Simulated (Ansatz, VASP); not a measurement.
**Ga16SO23: VASP beside Ansatz**

Contents of INCAR:

```
SYSTEM = Ga16SO23
  PREC = Accurate
  ENCUT = 520
  EDIFF = 1E-8
  ISMEAR = -1
  SIGMA = 0.01
  LREAL = Auto
  LASPH = .True.
  NELM = 100
  ALGO = Normal
  ISIF = 2
  LWAVE = .False.
  LCHARG = .False.
  GGA = PE
  LEFG = .True.
  NBANDS = 202
  LUSENCCL = .False.
```

File KPOINTS:

```
Automatic mesh
0
Gamma
  3 3 3
  0 0 0
```

POSCAR

```
Ga16SO23
1.0
    0.0000000000      4.7320000000      4.8550000000
    6.9420000000      0.0000000000      4.8550000000
    6.9420000000      4.7320000000      0.0000000000
Ga O S
16 23 1
Direct
    0.3388850000      0.7017650000      0.4111550000
    0.8388850000      0.2017650000      0.9111550000
    0.5481950000      0.4111550000      0.2017650000
    0.0481950000      0.9111550000      0.7017650000
    0.1611550000      0.2981950000      0.5888850000
    0.6611550000      0.7981950000      0.0888850000
    0.4517650000      0.0888850000      0.2981950000
    0.9517650000      0.5888850000      0.7981950000
    0.1611150000      0.7982350000      0.0888450000
    0.6611150000      0.2982350000      0.5888450000
    0.9518050000      0.0888450000      0.2982350000
    0.4518050000      0.5888450000      0.7982350000
    0.3388450000      0.2018050000      0.9111150000
    0.8388450000      0.7018050000      0.4111150000
    0.0482350000      0.4111150000      0.2018050000
    0.5482350000      0.9111150000      0.7018050000
    0.9516300000      0.1695700000      0.6823100000
    0.4516300000      0.6695700000      0.1823100000
    0.6964900000      0.1823100000      0.1695700000
    0.1964900000      0.6823100000      0.6695700000
    0.4323100000      0.9464900000      0.2016300000
    0.9323100000      0.4464900000      0.7016300000
    0.4195700000      0.2016300000      0.4464900000
    0.9195700000      0.7016300000      0.9464900000
    0.5483700000      0.3304300000      0.8176900000
    0.0483700000      0.8304300000      0.3176900000
    0.8035100000      0.3176900000      0.3304300000
    0.3035100000      0.8176900000      0.8304300000
    0.0676900000      0.5535100000      0.2983700000
    0.5676900000      0.0535100000      0.7983700000
    0.0804300000      0.2983700000      0.0535100000
    0.5804300000      0.7983700000      0.5535100000
    0.6458650000      0.6041350000      0.3958650000
    0.3541350000      0.3958650000      0.1041350000
    0.8541350000      0.8958650000      0.6041350000
    0.8541350000      0.8958650000      0.1041350000
    0.3541350000      0.3958650000      0.6041350000
    0.1458650000      0.1041350000      0.3958650000
    0.6458650000      0.6041350000      0.8958650000
    0.1458650000      0.1041350000      0.8958650000
```

Input for Ansatz:

```yaml
crystal:
  lattice:
    - [0.0, 4.732, 4.855]
    - [6.942, 0.0, 4.855]
    - [6.942, 4.732, 0.0]
  atoms:
    - { symbol: Ga, position: [0.338885, 0.701765, 0.411155] }
    - { symbol: Ga, position: [0.838885, 0.201765, 0.911155] }
    - { symbol: Ga, position: [0.548195, 0.411155, 0.201765] }
    - { symbol: Ga, position: [0.048195, 0.911155, 0.701765] }
    - { symbol: Ga, position: [0.161155, 0.298195, 0.588885] }
    - { symbol: Ga, position: [0.661155, 0.798195, 0.088885] }
    - { symbol: Ga, position: [0.451765, 0.088885, 0.298195] }
    - { symbol: Ga, position: [0.951765, 0.588885, 0.798195] }
    - { symbol: Ga, position: [0.161115, 0.798235, 0.088845] }
    - { symbol: Ga, position: [0.661115, 0.298235, 0.588845] }
    - { symbol: Ga, position: [0.951805, 0.088845, 0.298235] }
    - { symbol: Ga, position: [0.451805, 0.588845, 0.798235] }
    - { symbol: Ga, position: [0.338845, 0.201805, 0.911115] }
    - { symbol: Ga, position: [0.838845, 0.701805, 0.411115] }
    - { symbol: Ga, position: [0.048235, 0.411115, 0.201805] }
    - { symbol: Ga, position: [0.548235, 0.911115, 0.701805] }
    - { symbol: O, position: [0.95163, 0.16957, 0.68231] }
    - { symbol: O, position: [0.45163, 0.66957, 0.18231] }
    - { symbol: O, position: [0.69649, 0.18231, 0.16957] }
    - { symbol: O, position: [0.19649, 0.68231, 0.66957] }
    - { symbol: O, position: [0.43231, 0.94649, 0.20163] }
    - { symbol: O, position: [0.93231, 0.44649, 0.70163] }
    - { symbol: O, position: [0.41957, 0.20163, 0.44649] }
    - { symbol: O, position: [0.91957, 0.70163, 0.94649] }
    - { symbol: O, position: [0.54837, 0.33043, 0.81769] }
    - { symbol: O, position: [0.04837, 0.83043, 0.31769] }
    - { symbol: O, position: [0.80351, 0.31769, 0.33043] }
    - { symbol: O, position: [0.30351, 0.81769, 0.83043] }
    - { symbol: O, position: [0.06769, 0.55351, 0.29837] }
    - { symbol: O, position: [0.56769, 0.05351, 0.79837] }
    - { symbol: O, position: [0.08043, 0.29837, 0.05351] }
    - { symbol: O, position: [0.58043, 0.79837, 0.55351] }
    - { symbol: S, position: [0.145865, 0.104135, 0.895865] }
    - { symbol: O, position: [0.645865, 0.604135, 0.395865] }
    - { symbol: O, position: [0.354135, 0.395865, 0.104135] }
    - { symbol: O, position: [0.854135, 0.895865, 0.604135] }
    - { symbol: O, position: [0.854135, 0.895865, 0.104135] }
    - { symbol: O, position: [0.354135, 0.395865, 0.604135] }
    - { symbol: O, position: [0.145865, 0.104135, 0.395865] }
    - { symbol: O, position: [0.645865, 0.604135, 0.895865] }
kpoints:
  mp_grid: { grid: [3, 3, 3] }
scf:
  occupations: { method: fermi_dirac, width: 0.01 }
hamiltonian:
  xc: pbe
  pseudopotentials: { kind: paw }
output:
  forces: true
  stress: true
  populations: true
  efg:
    quadrupole_moments_barn: { Ga: 0.107, O: -0.02558, S: -0.0694 }
    contact_densities: true
```

Alike in both runs: task electric field gradients; functional PBE; k mesh 3 × 3 × 3; occupations fermi-dirac, width 0.01 eV; no spin polarisation.

|  | VASP | Ansatz |
| --- | --- | --- |
| version | VASP 6.6.1 | Ansatz 0.2.0 |
| potentials or method | VASP PAW PBE potentials, release 64 (Ga_d, O, S) | plane-wave PAW, scalar-relativistic |
| plane-wave cutoff (eV) | 520 | 420 |
| valence electrons in the cell | 352 | 352 |

VASP gave:

* gap on the k mesh at the Fermi level (eV): 3.51
* rms of the force components (eV/Å): 3.053

Q: What did Ansatz give for the same quantities?

A: gap on the k mesh at the Fermi level (eV): 3.50; rms of the force components (eV/Å): 3.065.
